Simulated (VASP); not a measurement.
# CaB2 (P6/mmm) in VASP: further runs, part 2 of 2

VASP 6.6.1. Earlier steps stand in the parts before.

**3. Single point, PBE**

This run uses another cell than the first one, of the same volume but with other edges.

Contents of INCAR:

```
SYSTEM = CaB2
PREC = Accurate
ENCUT = 520
EDIFF = 1E-6
ISMEAR = 1
SIGMA = 0.05
LREAL = .False.
LASPH = .True.
NELM = 80
ALGO = Normal
ISIF = 2
LWAVE = .False.
LCHARG = .False.
GGA = PE
NBANDS = 15
```

Contents of KPOINTS:

```
Automatic mesh
0
Gamma
  12 12 9
  0 0 0
```

Contents of POSCAR:

```
CaB2
1.0
    3.1780338258      0.0000000000      0.0000000000
   -1.5890169129      2.7522580311      0.0000000000
    0.0000000000      0.0000000000      4.1922152078
Ca B
1 2
Direct
    0.0000000000      0.0000000000      0.0000000000
    0.3333333333      0.6666666667      0.5000000000
    0.6666666667      0.3333333333      0.5000000000
```

Potentials or basis: VASP PAW PBE potentials, release 64 (Ca_sv, B).

Command:

```
cat potpaw_PBE.64/Ca_sv/POTCAR potpaw_PBE.64/B/POTCAR > POTCAR
mpirun -np 1 vasp_std > vasp.out
```

OUTCAR:

```text
SYSTEM = CaB2
   PREC = Accurate
   ENCUT = 520
   EDIFF = 1E-6
   ISMEAR = 1
   LREAL = .False.
   LASPH = .True.
   NELM = 80
   ISIF = 2
   GGA = PE

 ion  position               nearest neighbor table
   1  0.000  0.000  0.000-
   2  0.333  0.667  0.500-   3 1.83   3 1.83   3 1.83
   3  0.667  0.333  0.500-   2 1.83   2 1.83   2 1.83

  LATTYP: Found a hexagonal cell.
 ALAT       =     3.1780338258
 C/A-ratio  =     1.3191222742

  Lattice vectors:

 A1 = (   3.1780338258,   0.0000000000,   0.0000000000)
 A2 = (  -1.5890169129,   2.7522580311,   0.0000000000)
 A3 = (   0.0000000000,   0.0000000000,   4.1922152078)

Analysis of symmetry for initial positions (statically):
=====================================================================
 Subroutine PRICEL returns:
 Original cell was already a primitive cell.

 Routine SETGRP: Setting up the symmetry group for a
 hexagonal supercell.

 Subroutine GETGRP returns: Found 24 space group operations
 (whereof 24 operations were pure point group operations)
 out of a pool of 24 trial point group operations.

The static configuration has the point symmetry D_6h.

Analysis of symmetry for dynamics (positions and initial velocities):
=====================================================================
 Subroutine PRICEL returns:
 Original cell was already a primitive cell.

 Routine SETGRP: Setting up the symmetry group for a
 hexagonal supercell.

 Subroutine GETGRP returns: Found 24 space group operations
 (whereof 24 operations were pure point group operations)
 out of a pool of 24 trial point group operations.

The dynamic configuration has the point symmetry D_6h.

 Subroutine INISYM returns: Found 24 space group operations
 (whereof 24 operations are pure point group operations),
 and found     1 'primitive' translations

----------------------------------------------------------------------------------------

                                     Primitive cell

  volume of cell :      36.6683

[... 123 lines left out ...]
  energy-cutoff  :      520.00
  volume of cell :       36.67
 maximum number of plane-waves:      1000
 NGX is ok and might be reduce to    24

 number of electron      16.0000000 magnetization

 Free energy of the ion-electron system (eV)
  ---------------------------------------------------
  ext. energy  EPLUGINS =         0.00000000
  ---------------------------------------------------
  free energy    TOTEN  =       -15.70508606 eV

  energy without entropy =      -15.70473665  energy(sigma->0) =      -15.70496959

 E-fermi :   4.7755     XC(G=0): -10.8038

 val. band max:        4.7577484293   @ k =   0.1667  -0.0000   0.0000
 cond. band min:       4.7799845303   @ k =   0.0833   0.0833   0.2222
 fundamental gap:      0.0222361009
 Fermi energy:         4.7755190233

 k-point     1 :       0.0000    0.0000    0.0000
  band No.  band energies     occupation
      1     -35.2364      2.00000
      2     -16.2099      2.00000
      3     -15.9836      2.00000
      4     -15.9836      2.00000
      5      -5.8037      2.00000
      6       2.6039      2.00000
      7       4.7947      0.40119
      8       5.2623     -0.00000
      9       5.2623     -0.00000
     10       9.7852      0.00000
     11       9.7852      0.00000
     12      10.9140      0.00000
     13      10.9140      0.00000
     14      12.0524      0.00000
[... 401 lines left out ...]
      2     -16.6252      2.00000
      3     -16.1216      2.00000
      4     -16.0870      2.00000
      5      -3.9449      2.00000
      6       0.7237      2.00000
      7       2.8811      2.00000
      8       3.8817      2.00000
      9       5.8259      0.00000
     10       8.5375      0.00000
     11       9.5088      0.00000
     12      10.2333      0.00000
     13      11.2026      0.00000
     14      11.5028      0.00000
     15      12.7257      0.00000

 [... further k-points ...]

------------------------ aborting loop because EDIFF is reached ----------------------------------------

  FORCE on cell =-STRESS in cart. coord.  units (eV):
  Direction    XX          YY          ZZ          XY          YZ          ZX
  --------------------------------------------------------------------------------------
  -------------------------------------------------------------------------------------
  Total        0.8230073      0.8230073     -1.4694354      0.0000000      0.0000000      0.0000000
  in kB       35.9602774     35.9602775    -64.2051487      0.0000000      0.0000000      0.0000000
  external PRESSURE =       2.5718020 kB  Pullay stress =       0.0000000 kB

 VOLUME and BASIS-vectors are now :
 -----------------------------------------------------------------------------
  energy-cutoff  :      520.00
  volume of cell :       36.67
      direct lattice vectors                 reciprocal lattice vectors
     3.178033826  0.000000000  0.000000000     0.314659961  0.181669013  0.000000000
    -1.589016913  2.752258031  0.000000000     0.000000000  0.363338026  0.000000000
     0.000000000  0.000000000  4.192215208     0.000000000  0.000000000  0.238537372

 POSITION                                       TOTAL-FORCE (eV/Angst)
 -----------------------------------------------------------------------------------
      0.00000      0.00000      0.00000         0.000000      0.000000      0.000000
     -0.00000      1.83484      2.09611         0.000000     -0.000000      0.000000
      1.58902      0.91742      2.09611        -0.000000      0.000000     -0.000000
 -----------------------------------------------------------------------------------
    total drift:                               -0.000000      0.000000      0.000000

  FREE ENERGIE OF THE ION-ELECTRON SYSTEM (eV)
  ---------------------------------------------------
  free  energy   TOTEN  =       -15.7050860573 eV

  energy  without entropy=      -15.7047366535  energy(sigma->0) =      -15.70496959
```

OSZICAR:

```text
N       E                     dE             d eps       ncg     rms          rms(c)
DAV:   1     0.920710132180E+02    0.92071E+02   -0.77539E+03  2850   0.104E+03
DAV:   2    -0.136008297013E+02   -0.10567E+03   -0.99682E+02  3396   0.260E+02
DAV:   3    -0.167641332104E+02   -0.31633E+01   -0.31197E+01  4073   0.420E+01
DAV:   4    -0.168829781529E+02   -0.11884E+00   -0.11881E+00  3787   0.706E+00
DAV:   5    -0.168841453075E+02   -0.11672E-02   -0.11671E-02  4008   0.739E-01    0.586E+00
DAV:   6    -0.157679452935E+02    0.11162E+01   -0.11150E+00  3529   0.679E+00    0.251E+00
DAV:   7    -0.157139354284E+02    0.54010E-01   -0.29752E-01  4315   0.321E+00    0.947E-01
DAV:   8    -0.157512709920E+02   -0.37336E-01   -0.16376E-01  3599   0.328E+00    0.923E-01
DAV:   9    -0.157052784210E+02    0.45993E-01   -0.48171E-02  3579   0.171E+00    0.137E-01
DAV:  10    -0.157051082656E+02    0.17016E-03   -0.67554E-03  4251   0.541E-01    0.818E-02
DAV:  11    -0.157050637432E+02    0.44522E-04   -0.51130E-04  3349   0.153E-01    0.466E-02
DAV:  12    -0.157052053783E+02   -0.14164E-03   -0.15584E-04  3669   0.905E-02    0.455E-02
DAV:  13    -0.157050862953E+02    0.11908E-03   -0.14980E-04  3529   0.713E-02    0.966E-03
DAV:  14    -0.157050860573E+02    0.23800E-06   -0.67779E-06  3338   0.195E-02
   1 F= -.15705086E+02 E0= -.15704970E+02  d E =-.349404E-03
```

Wall time 20 s (1 thread of Intel Xeon Platinum 8559C (Emerald Rapids), shared host); peak memory 0.18 GiB.

Results:

```yaml
Free_energy: -15.7051 eV
Pressure: 0.3 GPa
Band_gap_on_the_k_mesh: zero (band 8 reaches 5.74 eV, above the bottom of band 9 at 4.00 eV)
```

Levels at points of the mesh, in eV from the Fermi level:
```
           k point  band 6  band 7  band 8  band 9  band 10  band 11
(0.00, 0.00, 0.00)   -2.17    0.02    0.49    0.49     5.01     5.01
(0.50, 0.00, 0.00)   -6.43   -1.64   -1.19    0.82     3.00     5.15
```

**4. Single point, PBE**

This run uses another cell than the first one, of the same volume but with other edges.

Contents of INCAR:

```
SYSTEM = CaB2
PREC = Accurate ; ENCUT = 520
EDIFF = 1E-6 ; ISMEAR = 1
SIGMA = 0.05 ; LREAL = .FALSE.
LASPH = .TRUE. ; NELM = 60
ALGO = Normal ; ISIF = 2
LWAVE = .FALSE. ; LCHARG = .TRUE.
GGA = PE ; LELF = .TRUE.
LVHAR = .TRUE. ; NBANDS = 15
```

Contents of KPOINTS:

```
Automatic mesh
0
G
  12 12 9
  0 0 0
```

Contents of POSCAR:

```
CaB2
1.0
    3.2264302800      0.0000000000      0.0000000000
   -1.6132151400      2.7941705900      0.0000000000
    0.0000000000      0.0000000000      4.0673920000
Ca B
1 2
Direct
    0.0000000000      0.0000000000      0.0000000000
    0.3333333333      0.6666666667      0.5000000000
    0.6666666667      0.3333333333      0.5000000000
```

Command:

```
cat potpaw_PBE.64/Ca_sv/POTCAR potpaw_PBE.64/B/POTCAR > POTCAR
mpirun -np 1 vasp_std > vasp.out
```

It took 20 s on 1 thread of Intel Xeon Platinum 8559C (Emerald Rapids), shared host; peak memory 0.18 GiB.

It converged, with:

| Property | Result |
| --- | --- |
| Free energy | -15.7370 eV |
| Pressure | -0.2 GPa |
| Band gap on the k mesh | zero (band 8 reaches 5.55 eV, above the bottom of band 9 at 3.93 eV) |

Stress tensor (GPa, compression positive):
```
-0.38  0.00  0.00
 0.00 -0.38  0.00
 0.00  0.00  0.25
```

Levels at points of the mesh, in eV from the Fermi level:
```tsv
k point	band 4	band 5	band 6	band 7	band 8	band 9	band 10	band 11	band 12	band 13
(0.00, 0.00, 0.00)	-20.49	-10.38	-1.76	0.39	0.39	0.44	5.44	5.44	6.29	6.29
(0.50, 0.00, 0.00)	-20.54	-6.82	-6.32	-1.38	-1.14	1.03	3.17	5.33	6.32	6.62
```

**5. Single point, PBE**

This run uses another cell than the first one, of the same volume but with other edges.

Contents of INCAR:

```
SYSTEM = CaB2
PREC = Accurate ; ENCUT = 520
EDIFF = 1E-7 ; ISMEAR = 1
SIGMA = 0.05 ; LREAL = .FALSE.
LASPH = .TRUE. ; NELM = 80
ALGO = Normal ; ISIF = 2
LWAVE = .FALSE. ; LCHARG = .FALSE.
GGA = PE ; NBANDS = 15
```

Contents of KPOINTS:

```
regular mesh
0
G
  12 12 9
  0 0 0
```

Contents of POSCAR:

```
CaB2
1.0
    3.2748267342      0.0000000000      0.0000000000
   -1.6374133671      2.8360831488      0.0000000000
    0.0000000000      0.0000000000      3.9480618312
Ca B
1 2
Direct
    0.0000000000      0.0000000000      0.0000000000
    0.3333333333      0.6666666667      0.5000000000
    0.6666666667      0.3333333333      0.5000000000
```

Potentials or basis: VASP PAW PBE potentials, release 64 (Ca_sv, B).

Command:

```
cat potpaw_PBE.64/Ca_sv/POTCAR potpaw_PBE.64/B/POTCAR > POTCAR
mpirun -np 1 vasp_std > vasp.out
```

OUTCAR:

```text
SYSTEM = CaB2
   PREC = Accurate
   ENCUT = 520
   EDIFF = 1E-7
   ISMEAR = 1
   LREAL = .FALSE.
   LASPH = .TRUE.
   NELM = 80
   ISIF = 2
   GGA = PE

 ion  position               nearest neighbor table
   1  0.000  0.000  0.000-
   2  0.333  0.667  0.500-   3 1.89   3 1.89   3 1.89
   3  0.667  0.333  0.500-   2 1.89   2 1.89   2 1.89

  LATTYP: Found a hexagonal cell.
 ALAT       =     3.2748267342
 C/A-ratio  =     1.2055788448

  Lattice vectors:

[... 622 lines left out ...]

  FORCE on cell =-STRESS in cart. coord.  units (eV):
  Direction    XX          YY          ZZ          XY          YZ          ZX
  --------------------------------------------------------------------------------------
  -------------------------------------------------------------------------------------
  Total       -0.9199708     -0.9199708      1.5886352      0.0000000      0.0000000      0.0000000
  in kB      -40.1969767    -40.1969768     69.4134332      0.0000000      0.0000000      0.0000000
  external PRESSURE =      -3.6601734 kB  Pullay stress =       0.0000000 kB

 VOLUME and BASIS-vectors are now :
 -----------------------------------------------------------------------------
  energy-cutoff  :      520.00
  volume of cell :       36.67
      direct lattice vectors                 reciprocal lattice vectors
     3.274826734  0.000000000  0.000000000     0.305359667  0.176299486  0.000000000
    -1.637413367  2.836083149  0.000000000     0.000000000  0.352598971  0.000000000
     0.000000000  0.000000000  3.948061831     0.000000000  0.000000000  0.253288840

 POSITION                                       TOTAL-FORCE (eV/Angst)
 -----------------------------------------------------------------------------------
      0.00000      0.00000      0.00000        -0.000000      0.000000     -0.000000
     -0.00000      1.89072      1.97403         0.000000      0.000000     -0.000000
      1.63741      0.94536      1.97403         0.000000      0.000000      0.000000
 -----------------------------------------------------------------------------------
    total drift:                               -0.000000      0.000000      0.000000

  FREE ENERGIE OF THE ION-ELECTRON SYSTEM (eV)
  ---------------------------------------------------
  free  energy   TOTEN  =       -15.6970003642 eV

  energy  without entropy=      -15.6968487601  energy(sigma->0) =      -15.69694983
```

Wall time 26 s (1 thread of Intel Xeon Platinum 8559C (Emerald Rapids), shared host); peak memory 0.18 GiB.

What came out:

* Free energy: -15.6970 eV
* Pressure: -0.4 GPa
* Band gap on the k mesh: zero (band 8 reaches 5.36 eV, above the bottom of band 9 at 3.86 eV)

Stress tensor (GPa, compression positive):
```
-4.02  0.00  0.00
 0.00 -4.02  0.00
 0.00  0.00  6.94
```

**6. Single point, PBE**

This run uses another cell than the first one, of the same volume but with other edges.

Contents of INCAR:

```
SYSTEM = CaB2
ALGO = Normal
EDIFF = 1E-6
ENCUT = 520
GGA = PE
ISIF = 2
ISMEAR = 1
LASPH = .TRUE.
LCHARG = .TRUE.
LELF = .TRUE.
LREAL = .FALSE.
LVHAR = .TRUE.
LWAVE = .FALSE.
NBANDS = 15
NELM = 100
PREC = Accurate
SIGMA = 0.05
```

Contents of KPOINTS:

```
k-points
0
G
  12 12 9
  0 0 0
```

Contents of POSCAR:

```
CaB2
1.0
    3.3232231884      0.0000000000      0.0000000000
   -1.6616115942      2.8779957077      0.0000000000
    0.0000000000      0.0000000000      3.8339070600
Ca B
1 2
Direct
    0.0000000000      0.0000000000      0.0000000000
    0.3333333333      0.6666666667      0.5000000000
    0.6666666667      0.3333333333      0.5000000000
```

Potentials or basis: VASP PAW PBE potentials, release 64 (Ca_sv, B).

Command:

```
cat potpaw_PBE.64/Ca_sv/POTCAR potpaw_PBE.64/B/POTCAR > POTCAR
mpirun -np 1 vasp_std > vasp.out
```

Wall time 30 s (1 thread of Intel Xeon Platinum 8559C (Emerald Rapids), shared host); peak memory 0.2 GiB.

Results (log left out):

- Free energy: -15.5891 eV
- Pressure: -0.5 GPa
- Band gap on the k mesh: zero (band 8 reaches 5.17 eV, above the bottom of band 9 at 3.80 eV)

Stress tensor (GPa, compression positive):
```
-7.40  0.00  0.00
 0.00 -7.40  0.00
 0.00  0.00 13.43
```

Levels at points of the mesh, in eV from the Fermi level:
```csv
k point,band 5,band 6,band 7,band 8,band 9,band 10,band 11,band 12
"(0.00, 0.00, 0.00)",-10.11,-1.02,0.07,0.07,1.15,5.79,6.22,6.22
"(0.50, 0.00, 0.00)",-6.70,-6.21,-1.15,-0.86,1.21,3.46,5.64,6.79
```

**7. The runs side by side**

| cell | gap on the mesh (eV) | pressure (GPa) |
| --- | --- | --- |
| a = 3.130, b = 3.130, c = 4.323 Å, angles 90.0, 90.0, 120.0°, 3 atoms | none | 0.9 |
| a = 3.178, b = 3.178, c = 4.192 Å, angles 90.0, 90.0, 120.0°, 3 atoms | none | 0.3 |
| a = 3.226, b = 3.226, c = 4.067 Å, angles 90.0, 90.0, 120.0°, 3 atoms | none | -0.2 |
| a = 3.275, b = 3.275, c = 3.948 Å, angles 90.0, 90.0, 120.0°, 3 atoms | none | -0.4 |
| a = 3.323, b = 3.323, c = 3.834 Å, angles 90.0, 90.0, 120.0°, 3 atoms | none | -0.5 |

Alike in all rows: task single point; level PBE; potentials or basis VASP PAW PBE potentials, release 64 (Ca_sv, B); no spin polarisation; k mesh 12 × 12 × 9; cutoff (eV) 520; smearing methfessel-paxton 0.05 eV.

Total energies depend on the potentials used, so only differences within one code and one set of settings carry meaning.
